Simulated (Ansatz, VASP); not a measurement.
AlIn2As3: VASP beside Ansatz

```
Al In As
1.0
     4.02422    0.00000    0.00000
    -2.01211    3.48508    0.00000
     0.00000    0.00000    9.85728
Al In As
1 2 3
Cartesian
  0.0000 2.3234 6.5715
  0.0000 0.0000 0.0000
  2.0121 1.1617 3.2858
  0.0000 2.3234 9.0358
  2.0121 1.1617 5.7501
  0.0000 0.0000 2.4643
```

Alike in both runs: task single point; functional PBE; k mesh 6 × 6 × 2; occupations gaussian, width 0.1 eV; no spin polarisation.

|  | VASP | Ansatz |
| --- | --- | --- |
| version | VASP 6.6.1 | Ansatz 0.2.0 |
| potentials or method | VASP PAW PBE potentials, release 64 (Al, In_d, As), cutoff 520 eV | scalar-relativistic, plane waves, PAW |
| valence electrons in the cell | 44 | 74 |

|  | VASP | Ansatz | Ansatz less VASP |
| --- | --- | --- | --- |
| gap on the k mesh at the Fermi level (eV) | 1.06 | 1.05 | -0.008 |
| least direct gap on the mesh (eV) | 1.06 | 1.05 | -0.008 |
| pressure (GPa) | 15.1 | 15.0 | -0.16 |
| traceless stress, the component that is largest in VASP (GPa) | -0.22 | -0.22 | +0.001 |
| rms of the force components (eV/Å) | 0.563 | 0.563 | 0.0000 |

Atom by atom the forces differ by 0.000 eV/Å (rms over components). VASP's potentials hold 44 valence electrons a cell and Ansatz's 74, so a difference there can come from the potentials and not from the codes.
